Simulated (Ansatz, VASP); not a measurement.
# One calculation of CoSi, two programs

```xyz
8
Lattice="4.4450 0.0000 0.0000 0.0000 4.4450 0.0000 0.0000 0.0000 4.4450" Properties=species:S:1:pos:R:3 pbc="T T T"
Co    0.6428    0.6428    0.6428
Co    2.8653    1.5797    3.8022
Co    3.8022    2.8653    1.5797
Co    1.5797    3.8022    2.8653
Si    3.7474    3.7474    3.7474
Si    5.9699   -1.5249    0.6976
Si    0.6976    5.9699   -1.5249
Si   -1.5249    0.6976    5.9699
```

Alike in both runs: functional PBE; k mesh 8 × 8 × 8; occupations fermi-dirac, width 0.05 eV; no spin polarisation.

Ansatz relaxed the structure, and its values are those at the end. VASP's run is a single point on that final structure, the one shown.

```csv
,VASP,Ansatz
version,VASP 6.6.1,Ansatz 0.2.0
potentials or method,"VASP PAW PBE potentials, release 64 (Co, Si)","scalar-relativistic, plane waves, PAW"
plane-wave cutoff (eV),520,420
valence electrons in the cell,52,84
```

|  | VASP | Ansatz | Ansatz less VASP |
| --- | --- | --- | --- |
| gap on the k mesh at the Fermi level (eV) | none | none | - |
| pressure (GPa) | -2.1 | -2.1 | +0.08 |

A gap of «none» marks a metal or a gap that the smearing closes. The functional is the same, so the differences come from potentials, cutoffs and numerics. VASP's potentials hold 52 valence electrons a cell and Ansatz's 84, so a difference there can come from the potentials and not from the codes. Ansatz's warnings: stress scf threshold loose.
